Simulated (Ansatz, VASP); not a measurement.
One calculation of SiO, two programs

```
Si O
1.0
     7.47653    0.00000    0.00000
     0.00000    2.94214    0.00000
     0.00000    0.00000    4.34059
Si O
4 4
Direct
  0.11871 0.25000 0.10216
  0.88129 0.75000 0.89784
  0.38129 0.75000 0.60216
  0.61871 0.25000 0.39784
  0.77240 0.25000 0.70578
  0.22760 0.75000 0.29422
  0.72760 0.75000 0.20578
  0.27240 0.25000 0.79422
```

Alike in both runs: functional PBE; k mesh 6 × 12 × 8; occupations gaussian, width 0.02 eV; no spin polarisation.

Ansatz relaxed the structure, and its values are those at the end. VASP's run is a single point on that final structure, the one shown.

```csv
,VASP,Ansatz
version,VASP 6.6.1,Ansatz 0.2.0
potentials or method,"VASP PAW PBE potentials, release 64 (Si, O), cutoff 520 eV","scalar-relativistic, plane waves, PAW"
valence electrons in the cell,40,40
```

|  | VASP | Ansatz | Ansatz less VASP |
| --- | --- | --- | --- |
| gap on the k mesh at the Fermi level (eV) | 0.34 | 0.33 | -0.007 |
| least direct gap on the mesh (eV) | 0.46 | 0.46 | -0.003 |
| pressure (GPa) | 0.1 | 0.0 | -0.05 |
| rms of the force components (eV/Å) | 0.005 | 0.004 | -0.0012 |

The functional is the same, so the differences come from potentials, cutoffs and numerics.
